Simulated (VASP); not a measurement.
Here is a VASP 6.6.1 calculation.

INCAR

```
PREC = Accurate ; ENCUT = 520
EDIFF = 1E-6 ; ISMEAR = 0
SIGMA = 0.05 ; LREAL = False
LASPH = True ; NELM = 80
ALGO = Normal ; ISIF = 2
LWAVE = False ; LCHARG = False
GGA = PE ; NBANDS = 11
```

Contents of KPOINTS:

```
regular mesh
0
Gamma
  12 12 12
```

Contents of POSCAR:

```
SiC
1.0
    0.0000000000      2.1740000000      2.2392200000
    2.1740000000      0.0000000000      2.2392200000
    2.1740000000      2.1740000000      0.0000000000
Si C
1 1
Direct
    0.0000000000      0.0000000000      0.0000000000
    0.7500000000      0.7500000000      0.7500000000
```

Potentials or basis: VASP PAW PBE potentials, release 64 (Si, C).

Run with:

```bash
$ cat potpaw_PBE.64/Si/POTCAR potpaw_PBE.64/C/POTCAR > POTCAR
$ mpirun -np 1 vasp_std > vasp.out
```

(1) Predict the pressure.

(2) Predict the band gap on the k mesh.

## Answers

(1) -1.7 GPa.

(2) 1.22 eV, indirect (least direct gap 4.49 eV).

Caveat: the cell differs from its parent crystal (strain +0.000 along x and y, +0.030 along z).
